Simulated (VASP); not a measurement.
## NaCl: single point with r2SCAN

NaCl:

```
Na Cl
1.0
     0.00000    2.65466    2.65466
     2.65466    0.00000    2.65466
     2.65466    2.65466    0.00000
Na Cl
1 1
Direct
  0.00000 0.00000 0.00000
  0.50000 0.50000 0.50000
```

```
Program             : VASP 6.6.1
Task                : single point
Functional          : r2SCAN
Potentials or basis : VASP PAW PBE potentials, release 64 (Na_sv, Cl)
Cutoff              : 1250 eV
k mesh              : 8 × 8 × 8
Occupations         : gaussian, width 0.01 eV
Spin                : no spin polarisation
```

The pressure is 6.6 GPa and the band gap on the k mesh is 6.76 eV.

Levels at points of the mesh, in eV from the valence-band top:
```
           k point  band 6  band 7  band 8  band 9  band 10  band 11
(0.00, 0.00, 0.00)    0.00    0.00    0.00    6.76    11.96    11.96
(0.50, 0.00, 0.00)   -2.55   -0.39   -0.39    8.26    12.16    12.16
(0.50, 0.50, 0.00)   -2.23   -0.81   -0.81    8.45     8.92    13.68
```

Wall time 3.1 min on 1 thread of Intel(R) Xeon(R) Platinum 8259CL CPU @ 2.50GHz (Skylake/Cascade Lake), with other jobs on the host, peak memory 0.38 GiB.

Caveat: the cell stands under pressure; the PAW data sets were made with another functional, which shifts forces and pressure a little.
